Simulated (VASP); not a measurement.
Os:

```
CELL_PARAMETERS angstrom
0.00000 1.92204 1.92204
1.92204 0.00000 1.92204
1.92204 1.92204 0.00000
ATOMIC_POSITIONS crystal
Os 0.00000 0.00000 0.00000
```

Base run:

* Program: VASP 6.6.1
* Functional: PBE
* Potentials or basis: VASP PAW PBE potentials, release 64 (Os)
* Cutoff: 520 eV
* k mesh: 10 × 10 × 10
* Occupations: gaussian, width 0.1 eV
* Spin: no spin polarisation

Its results: band gap on the k mesh zero (band 4 reaches 11.50 eV, above the bottom of band 5 at 7.61 eV); pressure 4.2 GPa.

**Question.** The run is repeated on the same cell with these changes: functional from PBE to PBEsol; further incar settings from ALGO = Fast; EDIFF = 1e-06; NBANDS = 10 to ALGO = Normal; EDIFF = 1e-06; NBANDS = 10. What comes out?

**Answer.** Band gap on the k mesh zero (band 4 reaches 11.36 eV, above the bottom of band 5 at 7.44 eV); pressure -6.6 GPa.

Caveats: spin-orbit coupling is left out, which moves the levels of the heavy elements; the PAW data sets were made with another functional, which shifts forces and pressure a little (some runs).
